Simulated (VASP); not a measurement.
Input of a VASP 6.6.1 run:

INCAR

```
SYSTEM = KTmH4
PREC = Accurate
ENCUT = 500
EDIFF = 1E-7
ISMEAR = 0
SIGMA = 0.1
LREAL = .FALSE.
LASPH = .TRUE.
NELM = 200
ALGO = Normal
ISIF = 3
LWAVE = .FALSE.
LCHARG = .FALSE.
GGA = PE
IBRION = 2
NSW = 90
EDIFFG = -0.04
GGA_COMPAT = .FALSE.
NELMIN = 4
LMAXMIX = 6
```

Contents of KPOINTS:

```
Automatic mesh
0
G
  6 6 6
  0 0 0
```

File POSCAR:

```
KTmH4
1.0
    0.0000000000      3.1977907744      3.1977907744
    3.1977907744      0.0000000000      3.1977907744
    3.1977907744      3.1977907744      0.0000000000
K Tm H
1 1 4
Direct
    0.2500000000      0.2500000000      0.2500000000
    0.0000000000      0.0000000000      0.0000000000
    0.6313295923      0.6313295923      0.1060112230
    0.6313295923      0.1060112230      0.6313295923
    0.1060112230      0.6313295923      0.6313295923
    0.6313295923      0.6313295923      0.6313295923
```

Potentials or basis: VASP PAW PBE potentials, release 64 (K_sv, Tm_3, H), 4f in core.

Launch:

```bash
$ cat potpaw_PBE.64/K_sv/POTCAR potpaw_PBE.64/Tm_3/POTCAR potpaw_PBE.64/H/POTCAR > POTCAR
$ mpirun -np 1 vasp_std > vasp.out
```

What does it give for the band gap on the k mesh?

1.16 eV.

Forces on the atoms (eV/Å):
```
K    0.000  0.000  0.000
Tm   0.000  0.000  0.000
H    0.002  0.002 -0.002
H    0.002 -0.002  0.002
H   -0.002  0.002  0.002
H   -0.002 -0.002 -0.002
```

Caveat: the relaxation stopped at its first step, so nothing moved; spin-orbit coupling is left out, which moves the levels of the heavy elements; the 4f electrons are frozen in the core, so they carry no moment and show no levels. Spin polarisation is off, so any magnetic state and its effect on volume and gap are missing.
